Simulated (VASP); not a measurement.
A run of VASP 6.6.1 is set up as follows.

POSCAR

```
MgS
1.0
    0.0000000000      2.6123838967      2.6123838967
    2.6123838967      0.0000000000      2.6123838967
    2.6123838967      2.6123838967      0.0000000000
S Mg
1 1
Direct
    0.2500000000      0.2500000000      0.2500000000
    0.0000000000      0.0000000000      0.0000000000
```

The input INCAR.step1:

```
PREC = Accurate
ENCUT = 520
EDIFF = 1E-5
ISMEAR = 0
SIGMA = 0.05
LREAL = F
LASPH = T
NELM = 100
ALGO = Normal
ISIF = 2
LWAVE = T
LCHARG = F
NBANDS = 11
GGA = PE
```

Contents of INCAR.step2:

```
PREC = Accurate
ENCUT = 520
EDIFF = 1E-7
ISMEAR = 0
SIGMA = 0.05
LREAL = F
LASPH = T
NELM = 100
ALGO = Normal
ISIF = 2
LWAVE = F
LCHARG = F
GGA = PE
LHFCALC = T
AEXX = 0.25
PRECFOCK = Normal
NBANDS = 11
ISTART = 1
```

File KPOINTS:

```
Automatic mesh
0
Gamma
  6 6 6
```

Potentials or basis: VASP PAW PBE potentials, release 64 (S, Mg).

The run is started by

```console
$ cat potpaw_PBE.64/S/POTCAR potpaw_PBE.64/Mg/POTCAR > POTCAR
$ cp INCAR.step1 INCAR
$ mpirun -np 1 vasp_std > vasp.out
$ cp INCAR.step2 INCAR
$ mpirun -np 1 vasp_std > vasp.out
```

(1) Predict the band gap on the k mesh.

(2) Predict the pressure.

Answers

(1) 5.29 eV (least direct gap 6.64 eV).

(2) 23.1 GPa.

Caveat: the cell stands under pressure; the PAW data sets were made with another functional, which shifts forces and pressure a little.
